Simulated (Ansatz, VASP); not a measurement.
# Co: VASP beside Ansatz

```xyz
2
Lattice="2.5270 0.0000 0.0000 -1.2635 2.1884 0.0000 0.0000 0.0000 4.1190" Properties=species:S:1:pos:R:3 pbc="T T T"
Co    0.0000    1.4590    1.0297
Co    1.2635    0.7295    3.0892
```

Alike in both runs: task single point; functional PBE; k mesh 13 × 13 × 7; occupations fermi-dirac, width 0.1 eV; collinear spin.

|  | VASP | Ansatz |
| --- | --- | --- |
| version | VASP 6.6.1 | Ansatz 0.2.0 |
| potentials or method | VASP PAW PBE potentials, release 64 (Co), cutoff 520 eV | PAW, plane waves, scalar-relativistic |
| valence electrons in the cell | 18 | 34 |

Ansatz gave:

```
pressure (GPa)                                                : -9.0
traceless stress, the component that is largest in VASP (GPa) : -0.72
net moment per atom (μB)                                      : 1.64
size of the moment on the site where the two differ most (μB) : 1.72
```

Task: What did VASP give for the same quantities?

Result: Pressure (GPa): -9.5; traceless stress, the component that is largest in VASP (GPa): -0.82; net moment per atom (μB): 1.63; size of the moment on the site where the two differ most (μB): 1.66.

Site moments also hang on the region over which each program counts them. VASP's potentials hold 18 valence electrons a cell and Ansatz's 34, so a difference there can come from the potentials and not from the codes. Ansatz's warnings: no starting moments.
